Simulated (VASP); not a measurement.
# In3GaN4 (P6_3mc) in VASP: a series of runs, part 2 of 2

VASP 6.6.1.

## (3) Single point, PBEsol (15.21 Å³/atom)

This run uses another cell than the first one, of 15.21 Å³/atom.

Input file INCAR:

```
SYSTEM = In3GaN4
ALGO     = Normal         ! electronic algorithm
EDIFF    = 1E-6           ! SCF threshold, eV
ENCUT    = 520            ! plane-wave cutoff, eV
GGA      = PS             ! functional
ISIF     = 2              ! what is computed and relaxed
ISMEAR   = 0              ! smearing method
LASPH    = .True.         ! aspherical terms in the spheres
LCHARG   = .False.        ! write CHGCAR
LREAL    = Auto         
LWAVE    = .False.        ! write WAVECAR
NBANDS   = 86             ! bands
NELM     = 60             ! most SCF steps
PREC     = Accurate       ! precision mode
SIGMA    = 0.01           ! smearing width, eV
```

Input file KPOINTS:

```
k-points
0
Gamma
  6 6 6
  0 0 0
```

Input file POSCAR:

```
In3GaN4
1.0
    7.0247305460      0.0000000000      0.0000000000
   -3.5123652730      6.0835951076      0.0000000000
    0.0000000000      0.0000000000      5.6947797270
In Ga N
6 2 8
Direct
    0.1696916582      0.8303083418      0.4981361295
    0.6606166835      0.8303083418      0.4981361295
    0.1696916582      0.3393833165      0.4981361295
    0.8303083418      0.6606166835      0.9981361295
    0.3393833165      0.1696916582      0.9981361295
    0.8303083418      0.1696916582      0.9981361295
    0.6666666667      0.3333333333      0.4999628849
    0.3333333333      0.6666666667      0.9999628849
    0.1768713430      0.8231286570      0.8859443751
    0.6462573139      0.8231286570      0.8859443751
    0.1768713430      0.3537426861      0.8859443751
    0.6666666667      0.3333333333      0.8477956009
    0.3333333333      0.6666666667      0.3477956009
    0.8231286570      0.6462573139      0.3859443751
    0.3537426861      0.1768713430      0.3859443751
    0.8231286570      0.1768713430      0.3859443751
```

Potentials or basis: VASP PAW PBE potentials, release 64 (In_d, Ga_d, N).

Started as:

```sh
cat potpaw_PBE.64/In_d/POTCAR potpaw_PBE.64/Ga_d/POTCAR potpaw_PBE.64/N/POTCAR > POTCAR
mpirun -np 1 vasp_std > vasp.out
```

OUTCAR:

```text
SYSTEM = In3GaN4
   EDIFF = 1E-6
   ENCUT = 520
   GGA = PS
   ISIF = 2
   ISMEAR = 0
   LASPH = .True.
   LREAL = Auto
   NELM = 60
   PREC = Accurate

 ion  position               nearest neighbor table
   1  0.170  0.830  0.498-  13 2.17  14 2.20  15 2.20   9 2.21   2 3.45   3 3.45   8 3.47   4 3.52
                             4 3.52   5 3.52   5 3.52   2 3.58   3 3.58
   2  0.661  0.830  0.498-  13 2.17  16 2.20  14 2.20  10 2.21   1 3.45   3 3.45   8 3.47   6 3.52
                             6 3.52   4 3.52   4 3.52   1 3.58   3 3.58
   3  0.170  0.339  0.498-  13 2.17  16 2.20  15 2.20  11 2.21   1 3.45   2 3.45   8 3.47   6 3.52
                             6 3.52   5 3.52   5 3.52   1 3.58   2 3.58
   4  0.830  0.661  0.998-  12 2.17   9 2.20  10 2.20  14 2.21   5 3.45   6 3.45   7 3.47   1 3.52
                             1 3.52   2 3.52   2 3.52   6 3.58   5 3.58
   5  0.339  0.170  0.998-  12 2.17   9 2.20  11 2.20  15 2.21   6 3.45   4 3.45   7 3.47   1 3.52
                             1 3.52   3 3.52   3 3.52   6 3.58   4 3.58
   6  0.830  0.170  0.998-  12 2.17  11 2.20  10 2.20  16 2.21   5 3.45   4 3.45   7 3.47   3 3.52
                             3 3.52   2 3.52   2 3.52   5 3.58   4 3.58
   7  0.667  0.333  0.500-  12 1.98  16 2.01  15 2.01  14 2.01   6 3.47   5 3.47   4 3.47
   8  0.333  0.667  1.000-  13 1.98   9 2.01  10 2.01  11 2.01   1 3.47   2 3.47   3 3.47
   9  0.177  0.823  0.886-   8 2.01   4 2.20   5 2.20   1 2.21
  10  0.646  0.823  0.886-   8 2.01   6 2.20   4 2.20   2 2.21
  11  0.177  0.354  0.886-   8 2.01   6 2.20   5 2.20   3 2.21
  12  0.667  0.333  0.848-   7 1.98   6 2.17   5 2.17   4 2.17
  13  0.333  0.667  0.348-   8 1.98   1 2.17   2 2.17   3 2.17
  14  0.823  0.646  0.386-   7 2.01   1 2.20   2 2.20   4 2.21
  15  0.354  0.177  0.386-   7 2.01   1 2.20   3 2.20   5 2.21
  16  0.823  0.177  0.386-   7 2.01   3 2.20   2 2.20   6 2.21

  LATTYP: Found a hexagonal cell.
 ALAT       =     7.0247305460
 C/A-ratio  =     0.8106758956

  Lattice vectors:

 A1 = (   7.0247305460,   0.0000000000,   0.0000000000)
 A2 = (  -3.5123652730,   6.0835951076,   0.0000000000)
 A3 = (   0.0000000000,   0.0000000000,   5.6947797270)

Analysis of symmetry for initial positions (statically):
=====================================================================
 Subroutine PRICEL returns:
 Original cell was already a primitive cell.

 Routine SETGRP: Setting up the symmetry group for a
 hexagonal supercell.

 Subroutine GETGRP returns: Found 12 space group operations
 (whereof  6 operations were pure point group operations)
 out of a pool of 24 trial point group operations.

The static configuration has the point symmetry C_3v.
 The point group associated with its full space group is C_6v.

Analysis of symmetry for dynamics (positions and initial velocities):
=====================================================================
 Subroutine PRICEL returns:
 Original cell was already a primitive cell.

 Routine SETGRP: Setting up the symmetry group for a
 hexagonal supercell.

 Subroutine GETGRP returns: Found 12 space group operations
 (whereof  6 operations were pure point group operations)
 out of a pool of 24 trial point group operations.

The dynamic configuration has the point symmetry C_3v.
 The point group associated with its full space group is C_6v.

 Subroutine INISYM returns: Found 12 space group operations
 (whereof  6 operations are pure point group operations),
 and found     1 'primitive' translations

----------------------------------------------------------------------------------------

                                     Primitive cell
[... 105 lines left out ...]
   dimension x,y,z NGXF=   108 NGYF=  108 NGZF=   84
   ions per type =               6   2   8
   NGX,Y,Z   is equivalent  to a cutoff of  12.78, 12.78, 12.26 a.u.
   NGXF,Y,Z  is equivalent  to a cutoff of  25.56, 25.56, 24.52 a.u.
 SYSTEM =  In3GaN4
   PREC   = accura    normal or accurate (medium, high low for compatibility)
   ISTART =      0    job   : 0-new  1-cont  2-samecut
   ICHARG =      2    charge: 1-file 2-atom 10-const
   ISPIN  =      1    spin polarized calculation?
   LNONCOLLINEAR =      F non collinear calculations
   LSORBIT =      F    spin-orbit coupling
   LASPH  =      T    aspherical Exc in radial PAW
   ENCUT  =  520.0 eV  38.22 Ry    6.18 a.u.  13.06 13.06 10.59*2*pi/ulx,y,z
   NELM   =     60;   NELMIN=  2; NELMDL= -5     # of ELM steps
   EDIFF  = 0.1E-05   stopping-criterion for ELM
   LREAL  =      T    real-space projection
   EDIFFG = 0.1E-04   stopping-criterion for IOM
   NSW    =      0    number of steps for IOM
   IBRION =     -1    ionic relax: 0-MD 1-quasi-New 2-CG
   NFREE  =      0    steps in history (QN), initial steepest desc. (CG)
   ISIF   =      2    stress and relaxation
   ISYM   =      2    0-nonsym 1-usesym 2-fastsym
   POTIM  = 0.5000    time-step for ionic-motion
   TEBEG  =    0.0;   TEEND  =   0.0 temperature during run
   PSTRESS=    0.0 pullay stress
   NELECT =     144.0000    total number of electrons
   NUPDOWN=      -1.0000    fix difference up-down
   EMIN   =  10.00;   EMAX   =-10.00  energy-range for DOS
   EFERMI =   0.00;   METHOD = LEGACY
   ISMEAR =     0;   SIGMA  =   0.01  broadening in eV -4-tet -1-fermi 0-gaus
   EFERMI_NEDOS =   21; number of points for ismear=-14 and -15
   IALGO  =     38    algorithm
   IMIX   =      4    mixing-type and parameters
     AMIX     =   0.40;   BMIX     =  1.00
     AMIX_MAG =   1.60;   BMIX_MAG =  1.00
  volume/ion in A,a.u.               =      15.21       102.65
  Fermi-wavevector in a.u.,A,eV,Ry     =   1.374380  2.597201 25.700306  1.888919
  Thomas-Fermi vector in A             =   2.499811
   LORBIT       =      0    0 simple, 1 ext, 2 COOP (PROOUT), +10 PAW based schemes
   GGA     = PS    functional components
   LHFCALC =     F    Hartree Fock is set to
   AEXX    =    0.0000 exact exchange contribution
   IVDW    =     0    specifies the selected vdW correction
   LEPSILON=     F    determine dielectric tensor
   LRPA    =     F    only Hartree local field effects (RPA)
 non-spin polarized calculation
 Gauss-broadening in eV      SIGMA  =   0.01
  energy-cutoff  :      520.00
  volume of cell :      243.37
 maximum number of plane-waves:      6579
 NGX is ok and might be reduce to    54
   NGX = 27   NGY = 27   NGZ = 21

 number of electron     144.0000000 magnetization

 Free energy of the ion-electron system (eV)
  ---------------------------------------------------
  ext. energy  EPLUGINS =         0.00000000
  ---------------------------------------------------
  free energy    TOTEN  =       -95.11529893 eV

  energy without entropy =      -95.11524669  energy(sigma->0) =      -95.11527281

 E-fermi :   5.5591     XC(G=0): -10.8935

 val. band max:        5.5590537996   @ k =   0.0000   0.0000   0.0000
 cond. band min:       5.5590542216   @ k =   0.0000   0.0000   0.0000
 fundamental gap:      0.0000004220
 Fermi energy:         5.5590540107

 k-point     1 :       0.0000    0.0000    0.0000
  band No.  band energies     occupation
      1      -9.1634      2.00000
      2      -9.1006      2.00000
      3      -8.9969      2.00000
      4      -8.9470      2.00000
      5      -8.9470      2.00000
      6      -8.9305      2.00000
[... 2077 lines left out ...]
     83      11.8551      0.00000
     84      11.8554      0.00000

 [... further k-points ...]

 [bands above 84 left out]

------------------------ aborting loop because EDIFF is reached ----------------------------------------

  FORCE on cell =-STRESS in cart. coord.  units (eV):
  Direction    XX          YY          ZZ          XY          YZ          ZX
  --------------------------------------------------------------------------------------
  -------------------------------------------------------------------------------------
  Total      -11.2192596    -11.2192596    -11.1866488      0.0000000      0.0000000      0.0000000
  in kB      -73.8597575    -73.8597575    -73.6450705      0.0000000      0.0000000      0.0000000
  external PRESSURE =     -73.7881952 kB  Pullay stress =       0.0000000 kB

 VOLUME and BASIS-vectors are now :
 -----------------------------------------------------------------------------
  energy-cutoff  :      520.00
  volume of cell :      243.37
      direct lattice vectors                 reciprocal lattice vectors
     7.024730546  0.000000000  0.000000000     0.142354215  0.082188244  0.000000000
    -3.512365273  6.083595108  0.000000000     0.000000000  0.164376488  0.000000000
     0.000000000  0.000000000  5.694779727     0.000000000  0.000000000  0.175599417

 POSITION                                       TOTAL-FORCE (eV/Angst)
 -----------------------------------------------------------------------------------
     -1.72431      5.05126      2.83678        -0.007925      0.004575      0.003031
      1.72431      5.05126      2.83678         0.007925      0.004575      0.003031
     -0.00000      2.06467      2.83678         0.000000     -0.009151      0.003031
      3.51237      4.01892      5.68417         0.000000      0.009151      0.003031
      1.78806      1.03234      5.68417        -0.007925     -0.004575      0.003031
      5.23667      1.03234      5.68417         0.007925     -0.004575      0.003031
[... 8 lines left out ...]
      1.86371      1.07601      2.19787         0.010587      0.006112      0.004166
      5.16102      1.07601      2.19787        -0.010587      0.006112      0.004166
 -----------------------------------------------------------------------------------
    total drift:                               -0.000000      0.000002      0.028705

  FREE ENERGIE OF THE ION-ELECTRON SYSTEM (eV)
  ---------------------------------------------------
  free  energy   TOTEN  =       -95.1152989321 eV

  energy  without entropy=      -95.1152466923  energy(sigma->0) =      -95.11527281
```

It took 13 min on 1 thread of AMD EPYC 9R45 (Zen 5), shared host; peak memory 0.53 GiB.

What came out:

- Free energy: -95.1153 eV
- Pressure: -7.4 GPa
- Largest force: 0.028 eV/Å
- Band gap on the k mesh: zero (filled and empty bands touch)

Forces in eV/Å, atoms in the order of the input:
```
In  -0.008  0.005  0.003
In   0.008  0.005  0.003
In   0.000 -0.009  0.003
In   0.000  0.009  0.003
In  -0.008 -0.005  0.003
In   0.008 -0.005  0.003
Ga   0.000  0.000  0.007
Ga   0.000  0.000  0.007
N    0.011 -0.006  0.004
N   -0.011 -0.006  0.004
N    0.000  0.012  0.004
N    0.000  0.000 -0.028
N    0.000  0.000 -0.028
N    0.000 -0.012  0.004
N    0.011  0.006  0.004
N   -0.011  0.006  0.004
```

Levels at points of the mesh, in eV from the Fermi level:
| k point | band 69 | band 70 | band 71 | band 72 | band 73 | band 74 | band 75 | band 76 |
| --- | --- | --- | --- | --- | --- | --- | --- | --- |
| (0.00, 0.00, 0.00) | -0.64 | -0.15 | -0.05 | 0.00 | 0.00 | 2.70 | 3.64 | 3.64 |
| (0.50, 0.00, 0.00) | -0.59 | -0.58 | -0.39 | -0.37 | 2.35 | 2.48 | 4.25 | 4.32 |
| (0.00, 0.00, 0.50) | -0.42 | -0.42 | -0.42 | -0.42 | 2.22 | 2.22 | 3.44 | 3.44 |
| (0.50, 0.00, 0.50) | -1.07 | -1.07 | -0.87 | -0.87 | 3.20 | 3.20 | 3.74 | 3.74 |

Caveat: the cell stands under tension; semilocal functionals underestimate gaps, and a narrow one can read as zero; the PAW data sets were made with another functional, which shifts forces and pressure a little; spin-orbit coupling is left out, which moves the levels of the heavy elements.

The gap in the log of VASP goes by the Fermi energy; the results here count the filled bands.